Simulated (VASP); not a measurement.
The system is Pb.

```
Pb
1.0
     0.00000    2.47502    2.47502
     2.47502    0.00000    2.47502
     2.47502    2.47502    0.00000
Pb
1
Direct
  0.00000 0.00000 0.00000
```

| Property | Result |
| --- | --- |
| Program | VASP 6.6.1 |
| Task | relaxation of cell and atoms |
| Functional | PBEsol |
| Dispersion | D4 |
| Potentials or basis | VASP PAW PBE potentials, release 64 (Pb_d) |
| Cutoff | 600 eV |
| k mesh | 9 × 9 × 9 |
| Occupations | fermi-dirac, width 0.05 eV |
| Spin | no spin polarisation |

At the start: pressure -2.0 GPa; volume 30.32 Å³/atom.

Problem. How do energy, volume and symmetry change on relaxing?

Solution. Over 3 steps the energy falls by 7.4 meV/atom and the volume is 29.15 Å³/atom (-3.9 %); space group Fm-3m (No. 225, to 0.05 Å).

Step by step:
```
step  energy change (eV)  largest force (eV/Å)  pressure (GPa)  volume (Å³)
   1              0.0000                0.0000           -1.96        30.32
   2             -0.0064                0.0000            0.81        28.73
   3             -0.0074                0.0000           -0.01        29.15
```

Final structure:
```xyz
1
Lattice="0.0000 2.4426 2.4426 2.4426 0.0000 2.4426 2.4426 2.4426 0.0000" Properties=species:S:1:pos:R:3 pbc="T T T"
Pb    0.0000    0.0000    0.0000
```

The cell as given is a measured one (30.32 Å³/atom); PBEsol+D4 puts the equilibrium volume -3.9 % from it, thermal expansion not counted.

Caveat: the PAW data sets were made with another functional, which shifts forces and pressure a little; pairwise dispersion overbinds metals, which lowers pressure and volume.
